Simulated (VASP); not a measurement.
Wanted: the native input for a VASP 6.6.1 run.

| Quantity | Value |
| --- | --- |
| Task | single point |
| Functional | PBEsol |
| Potentials or basis | VASP PAW PBE potentials, release 64 (Co_sv, O) |
| Cutoff | 600 eV |
| k mesh | 10 × 10 × 10 |
| Occupations | fermi-dirac, width 0.05 eV |
| Spin | collinear spin, ferromagnetic start |
| Starting moments | [2.0, 0.0] μB |
| Dipole correction | no |
| Further INCAR settings | ALGO = Normal; EDIFF = 1e-06; NBANDS = 22 |

The structure of CoO lies in POSCAR:

```
CoO
1.0
    1.5805655677      0.9125399560      2.5317845992
   -1.5805655677      0.9125399560      2.5317845992
    0.0000000000     -1.8250799120      2.5317845992
Co O
1 1
Direct
    0.9989783200      0.9989783200      0.9989783200
    0.7510210300      0.7510210300      0.7510210300
```

The input as run:

INCAR

```
PREC     = Accurate       # precision mode
ENCUT    = 600            # plane-wave cutoff, eV
EDIFF    = 1E-6           # SCF threshold, eV
ISMEAR   = -1             # smearing method
SIGMA    = 0.05           # smearing width, eV
LREAL    = False          # projectors in reciprocal space
LASPH    = True           # aspherical terms in the spheres
NELM     = 200            # most SCF steps
ALGO     = Normal         # electronic algorithm
ISIF     = 2              # what is computed and relaxed
LWAVE    = False          # write WAVECAR
LCHARG   = False          # write CHGCAR
ISPIN    = 2              # spin polarisation
MAGMOM   = 2 0            # initial moments
LORBIT   = 11             # projections on sites
LMAXMIX  = 4              # l up to which the mixer works
GGA      = PS             # functional
NBANDS   = 22             # bands
GGA_COMPAT= False
```

KPOINTS

```
regular mesh
0
Gamma
  10 10 10
```

Potentials or basis: VASP PAW PBE potentials, release 64 (Co_sv, O).

Run with:

```console
$ cat potpaw_PBE.64/Co_sv/POTCAR potpaw_PBE.64/O/POTCAR > POTCAR
$ mpirun -np 1 vasp_std > vasp.out
```

It gave:

The pressure is -6.1 GPa, the largest force is 0.250 eV/Å and the net moment is 2.56 μB per cell. The site moments are Co +2.16; O +0.27 μB. The valence electrons inside the program's atomic spheres are Co 14.97; O 4.98.

Caveat: the cell stands under tension; the PAW data sets were made with another functional, which shifts forces and pressure a little; a cell with one magnetic atom can't hold antiferromagnetic order, which such compounds often take.

Wall time 97 s on 1 thread of AMD EPYC 9R45 96-Core Processor (Zen 5), on a shared host, peak memory 0.21 GiB.
